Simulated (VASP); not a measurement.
# AlRu (P4/mmm) in VASP: notebook, part 2 of 2

VASP 6.6.1. Earlier steps stand in the parts before.

### Step 4. Single point, PBEsol (biaxial strain in the a-b plane: +3.0 %)

INCAR

```
SYSTEM = AlRu
PREC = Accurate
ENCUT = 520
EDIFF = 1E-7
ISMEAR = 0
SIGMA = 0.1
LREAL = .False.
LASPH = .True.
NELM = 60
ALGO = Fast
ISIF = 2
LWAVE = .False.
LCHARG = .False.
GGA = PS
NBANDS = 16
```

KPOINTS

```
Automatic mesh
0
Gamma
  18 18 18
  0 0 0
```

POSCAR

```
AlRu
1.0
    3.0656038880      0.0000000000      0.0000000000
    0.0000000000      3.0656038880      0.0000000000
    0.0000000000      0.0000000000      2.9227407941
Al Ru
1 1
Direct
    0.0000000000      0.0000000000      0.0000000000
    0.5000000000      0.5000000000      0.5000000000
```

Potentials or basis: VASP PAW PBE potentials, release 64 (Al, Ru_pv).

Launch:

```console
cat potpaw_PBE.64/Al/POTCAR potpaw_PBE.64/Ru_pv/POTCAR > POTCAR
mpirun -np 1 vasp_std > vasp.out
```

OUTCAR:

```text
SYSTEM = AlRu
   PREC = Accurate
   ENCUT = 520
   EDIFF = 1E-7
   ISMEAR = 0
   LREAL = .False.
   LASPH = .True.
   NELM = 60
   ISIF = 2
   GGA = PS

 ion  position               nearest neighbor table
   1  0.000  0.000  0.000-   2 2.61   2 2.61   2 2.61   2 2.61   2 2.61   2 2.61   2 2.61   2 2.61

   2  0.500  0.500  0.500-   1 2.61   1 2.61   1 2.61   1 2.61   1 2.61   1 2.61   1 2.61   1 2.61

  LATTYP: Found a simple tetragonal cell.
 ALAT       =     3.0656038880
 C/A-ratio  =     0.9533980582

  Lattice vectors:

 A1 = (   3.0656038880,   0.0000000000,   0.0000000000)
 A2 = (   0.0000000000,   3.0656038880,   0.0000000000)
 A3 = (   0.0000000000,   0.0000000000,   2.9227407941)

Analysis of symmetry for initial positions (statically):
=====================================================================
 Subroutine PRICEL returns:
 Original cell was already a primitive cell.

 Routine SETGRP: Setting up the symmetry group for a
 simple tetragonal supercell.

 Subroutine GETGRP returns: Found 16 space group operations
 (whereof 16 operations were pure point group operations)
 out of a pool of 16 trial point group operations.

The static configuration has the point symmetry D_4h.

Analysis of symmetry for dynamics (positions and initial velocities):
=====================================================================
 Subroutine PRICEL returns:
 Original cell was already a primitive cell.

 Routine SETGRP: Setting up the symmetry group for a
 simple tetragonal supercell.

 Subroutine GETGRP returns: Found 16 space group operations
 (whereof 16 operations were pure point group operations)
 out of a pool of 16 trial point group operations.

The dynamic configuration has the point symmetry D_4h.

 Subroutine INISYM returns: Found 16 space group operations
 (whereof 16 operations are pure point group operations),
 and found     1 'primitive' translations

----------------------------------------------------------------------------------------

                                     Primitive cell

  volume of cell :      27.4677

  direct lattice vectors                    reciprocal lattice vectors
     3.065603888  0.000000000  0.000000000     0.326200004  0.000000000  0.000000000
     0.000000000  3.065603888  0.000000000     0.000000000  0.326200004  0.000000000
     0.000000000  0.000000000  2.922740794     0.000000000  0.000000000  0.342144607

  length of vectors
     3.065603888  3.065603888  2.922740794     0.326200004  0.326200004  0.342144607

  position of ions in fractional coordinates (direct lattice)
     0.000000000  0.000000000  0.000000000
     0.500000000  0.500000000  0.500000000

  ion indices of the primitive-cell ions
   primitive index   ion index
                 1           1
                 2           2

----------------------------------------------------------------------------------------

 KPOINTS: Automatic mesh

Automatic generation of k-mesh.
 Grid dimensions read from file:
 generate k-points for:   18   18   18

 Generating k-lattice:

  Cartesian coordinates                     Fractional coordinates (reciprocal lattice)
     0.018122222  0.000000000  0.000000000     0.055555556  0.000000000  0.000000000
     0.000000000  0.018122222  0.000000000     0.000000000  0.055555556  0.000000000
     0.000000000  0.000000000  0.019008034     0.000000000  0.000000000  0.055555556

  Length of vectors
     0.018122222  0.018122222  0.019008034

  Shift w.r.t. Gamma in fractional coordinates (k-lattice)
     0.000000000  0.000000000  0.000000000

 Subroutine IBZKPT returns following result:
 ===========================================

 Found    550 irreducible k-points:

 Following reciprocal coordinates:
            Coordinates               Weight
  0.000000  0.000000  0.000000      1.000000
  0.055556  0.000000  0.000000      4.000000
  0.111111  0.000000  0.000000      4.000000
  0.166667  0.000000  0.000000      4.000000
  0.222222  0.000000  0.000000      4.000000
  0.277778  0.000000  0.000000      4.000000
[... 16 lines left out ...]
  0.277778  0.111111  0.000000      8.000000
  0.333333  0.111111  0.000000      8.000000
 [... further k-points ...]
   k-points           NKPTS =    550   k-points in BZ     NKDIM =    550   number of bands    NBANDS=     16
   number of dos      NEDOS =    301   number of ions     NIONS =      2
   total plane-waves  NPLWV =  13824
   dimension x,y,z NGX =    24 NGY =   24 NGZ =   24
   dimension x,y,z NGXF=    48 NGYF=   48 NGZF=   48
   ions per type =               1   1
   NGX,Y,Z   is equivalent  to a cutoff of  13.02, 13.02, 13.65 a.u.
   NGXF,Y,Z  is equivalent  to a cutoff of  26.03, 26.03, 27.30 a.u.
 SYSTEM =  AlRu
   PREC   = accura    normal or accurate (medium, high low for compatibility)
   ISTART =      0    job   : 0-new  1-cont  2-samecut
   ICHARG =      2    charge: 1-file 2-atom 10-const
   ISPIN  =      1    spin polarized calculation?
   LNONCOLLINEAR =      F non collinear calculations
   LSORBIT =      F    spin-orbit coupling
   LASPH  =      T    aspherical Exc in radial PAW
   ENCUT  =  520.0 eV  38.22 Ry    6.18 a.u.   5.70  5.70  5.43*2*pi/ulx,y,z
   NELM   =     60;   NELMIN=  2; NELMDL= -5     # of ELM steps
   EDIFF  = 0.1E-06   stopping-criterion for ELM
   LREAL  =      F    real-space projection
   EDIFFG = 0.1E-05   stopping-criterion for IOM
   NSW    =      0    number of steps for IOM
   IBRION =     -1    ionic relax: 0-MD 1-quasi-New 2-CG
   NFREE  =      0    steps in history (QN), initial steepest desc. (CG)
   ISIF   =      2    stress and relaxation
   ISYM   =      2    0-nonsym 1-usesym 2-fastsym
   POTIM  = 0.5000    time-step for ionic-motion
   TEBEG  =    0.0;   TEEND  =   0.0 temperature during run
   PSTRESS=    0.0 pullay stress
   NELECT =      17.0000    total number of electrons
   NUPDOWN=      -1.0000    fix difference up-down
   EMIN   =  10.00;   EMAX   =-10.00  energy-range for DOS
   EFERMI =   0.00;   METHOD = LEGACY
   ISMEAR =     0;   SIGMA  =   0.10  broadening in eV -4-tet -1-fermi 0-gaus
   EFERMI_NEDOS =   21; number of points for ismear=-14 and -15
   IALGO  =     68    algorithm
   IMIX   =      4    mixing-type and parameters
     AMIX     =   0.40;   BMIX     =  1.00
     AMIX_MAG =   1.60;   BMIX_MAG =  1.00
  volume/ion in A,a.u.               =      13.73        92.68
  Fermi-wavevector in a.u.,A,eV,Ry     =   1.395137  2.636428 26.482497  1.946409
  Thomas-Fermi vector in A             =   2.518619
   LORBIT       =      0    0 simple, 1 ext, 2 COOP (PROOUT), +10 PAW based schemes
   GGA     = PS    functional components
   LHFCALC =     F    Hartree Fock is set to
   AEXX    =    0.0000 exact exchange contribution
   IVDW    =     0    specifies the selected vdW correction
   LEPSILON=     F    determine dielectric tensor
   LRPA    =     F    only Hartree local field effects (RPA)
 non-spin polarized calculation
 RMM-DIIS sequential band-by-band and
 Gauss-broadening in eV      SIGMA  =   0.10
  energy-cutoff  :      520.00
  volume of cell :       27.47
 maximum number of plane-waves:       756
 NGX is ok and might be reduce to    24
   NGX = 11   NGY = 11   NGZ = 11

 number of electron      17.0000006 magnetization

 Free energy of the ion-electron system (eV)
  ---------------------------------------------------
  ext. energy  EPLUGINS =         0.00000000
  ---------------------------------------------------
  free energy    TOTEN  =       -15.47465843 eV

  energy without entropy =      -15.46668692  energy(sigma->0) =      -15.47067267

 E-fermi :  10.2556     XC(G=0): -12.5557

 val. band max:       10.2489149471   @ k =   0.0556   0.0000   0.1111
 cond. band min:      10.2559324094   @ k =   0.1111   0.0556   0.4444
 fundamental gap:      0.0070174623
 Fermi energy:        10.2555511302

 k-point     1 :       0.0000    0.0000    0.0000
  band No.  band energies     occupation
      1     -31.4830      2.00000
      2     -31.4830      2.00000
      3     -31.4225      2.00000
      4       0.7042      2.00000
      5       6.7728      2.00000
      6       6.7858      2.00000
[... 8 lines left out ...]
     15      22.2403      0.00000
     16      24.9327      0.00000
[... 419 lines left out ...]
 k-point    24 :       0.3333    0.1111    0.0000
  band No.  band energies     occupation
      1     -31.6038      2.00000
      2     -31.4913      2.00000
      3     -31.4113      2.00000
      4       2.7734      2.00000
      5       6.3916      2.00000
      6       7.3701      2.00000
[... 8 lines left out ...]
     15      23.6446      0.00000
     16      24.0361      0.00000

 [... further k-points ...]

------------------------ aborting loop because EDIFF is reached ----------------------------------------

  FORCE on cell =-STRESS in cart. coord.  units (eV):
  Direction    XX          YY          ZZ          XY          YZ          ZX
  --------------------------------------------------------------------------------------
  -------------------------------------------------------------------------------------
  Total       -1.8297487     -1.8297487     -0.4511129      0.0000000      0.0000000      0.0000000
  in kB     -106.7283127   -106.7283127    -26.3131841      0.0000000      0.0000000      0.0000000
  external PRESSURE =     -79.9232699 kB  Pullay stress =       0.0000000 kB

 VOLUME and BASIS-vectors are now :
 -----------------------------------------------------------------------------
  energy-cutoff  :      520.00
  volume of cell :       27.47
      direct lattice vectors                 reciprocal lattice vectors
     3.065603888  0.000000000  0.000000000     0.326200004  0.000000000  0.000000000
     0.000000000  3.065603888  0.000000000     0.000000000  0.326200004  0.000000000
     0.000000000  0.000000000  2.922740794     0.000000000  0.000000000  0.342144607

 POSITION                                       TOTAL-FORCE (eV/Angst)
 -----------------------------------------------------------------------------------
      0.00000      0.00000      0.00000         0.000000      0.000000      0.000000
      1.53280      1.53280      1.46137         0.000000      0.000000      0.000000
 -----------------------------------------------------------------------------------
    total drift:                                0.000000     -0.000000     -0.000000

  FREE ENERGIE OF THE ION-ELECTRON SYSTEM (eV)
  ---------------------------------------------------
  free  energy   TOTEN  =       -15.4746584279 eV

  energy  without entropy=      -15.4666869191  energy(sigma->0) =      -15.47067267
```

OSZICAR:

```text
N       E                     dE             d eps       ncg     rms          rms(c)
DAV:   1     0.113581702756E+03    0.11358E+03   -0.91144E+03 17944   0.984E+02
DAV:   2    -0.143860777678E+02   -0.12797E+03   -0.12189E+03 20808   0.290E+02
DAV:   3    -0.162469915715E+02   -0.18609E+01   -0.18551E+01 22176   0.365E+01
DAV:   4    -0.162606873062E+02   -0.13696E-01   -0.13674E-01 22464   0.329E+00
DAV:   5    -0.162608957524E+02   -0.20845E-03   -0.20810E-03 21576   0.384E-01    0.125E+01
RMM:   6    -0.155847116644E+02    0.67618E+00   -0.23741E+00 18089   0.119E+01    0.234E+00
RMM:   7    -0.154938267894E+02    0.90885E-01   -0.15549E-01 18586   0.318E+00    0.188E+00
RMM:   8    -0.154750494602E+02    0.18777E-01   -0.19228E-02 19290   0.977E-01    0.201E-01
RMM:   9    -0.154746702950E+02    0.37917E-03   -0.14232E-03 20075   0.304E-01    0.125E-01
RMM:  10    -0.154746583199E+02    0.11975E-04   -0.19351E-04 21228   0.127E-01    0.340E-02
RMM:  11    -0.154746601936E+02   -0.18737E-05   -0.47410E-05 20986   0.559E-02    0.196E-02
RMM:  12    -0.154746587983E+02    0.13953E-05   -0.12726E-05 21826   0.289E-02    0.155E-02
RMM:  13    -0.154746593218E+02   -0.52349E-06   -0.26241E-06 21415   0.130E-02    0.464E-02
RMM:  14    -0.154746585751E+02    0.74670E-06   -0.29128E-07 18247   0.488E-03    0.161E-02
RMM:  15    -0.154746584373E+02    0.13778E-06   -0.51355E-08 13677   0.201E-03    0.815E-03
RMM:  16    -0.154746584279E+02    0.93546E-08   -0.13562E-08 11948   0.106E-03
   1 F= -.15474658E+02 E0= -.15470673E+02  d E =-.797151E-02
```

stdout:

```text
POSCAR found type information on POSCAR AlRu
 POSCAR found :  2 types and       2 ions
 scaLAPACK will be used
 -----------------------------------------------------------------------------
|                                                                             |
|                                                                             |
|     You enforced a specific xc type in the INCAR file but a different       |
|     I HOPE YOU KNOW WHAT YOU ARE DOING!                                     |
|                                                                             |
 -----------------------------------------------------------------------------

 LDA part: xc-table for (Slater+PW92), standard interpolation
 POSCAR, INCAR and KPOINTS ok, starting setup
 FFT: planning ... GRIDC
 FFT: planning ... GRID_SOFT
 FFT: planning ... GRID
 WAVECAR not read
 entering main loop
 num prob RMM:  15    -0.154746584373E+02    0.13778E-06   -0.51355E-08 13677   0.201E-03    0.815E-03
WARNING in EDDRMM: call to ZHEGV failed, returncode =   6  3     16
```

Wall time 63 s (1 thread of Intel Xeon 6975P-C (Granite Rapids), shared host); peak memory 0.32 GiB.

What came out:

* Free energy: -15.4747 eV
* Pressure: -8.0 GPa
* Band gap on the k mesh: zero (an odd number of electrons rules out a gap without spin polarisation)

Stress tensor (GPa, compression positive):
```
-10.67   0.00   0.00
  0.00 -10.67   0.00
  0.00   0.00  -2.63
```

Caveat: the cell differs from its parent crystal (biaxial strain in the a-b plane: +3.0 %); the cell stands under tension; the PAW data sets were made with another functional, which shifts forces and pressure a little.

### Step 5. Summary

```tsv
cell	further INCAR settings	gap on the mesh (eV)	pressure (GPa)
a = 3.021, b = 3.021, c = 2.950 Å, 2 atoms	ALGO = Fast; EDIFF = 1e-06; NBANDS = 16	none	-4.4
a = 3.066, b = 3.066, c = 2.900 Å, 2 atoms	ALGO = Fast; EDIFF = 1e-06; NBANDS = 16	none	-6.4
a = 3.066, b = 3.066, c = 2.923 Å, 2 atoms	ALGO = Fast; EDIFF = 1e-07; NBANDS = 16	none	-8.0
```

Alike in all rows: task single point; level PBEsol; potentials or basis VASP PAW PBE potentials, release 64 (Al, Ru_pv); no spin polarisation; k mesh 18 × 18 × 18; cutoff (eV) 520; smearing gaussian 0.1 eV.

Caveats: the cell stands under tension; the PAW data sets were made with another functional, which shifts forces and pressure a little.

Absolute energies hang on the potentials; compare differences alone.
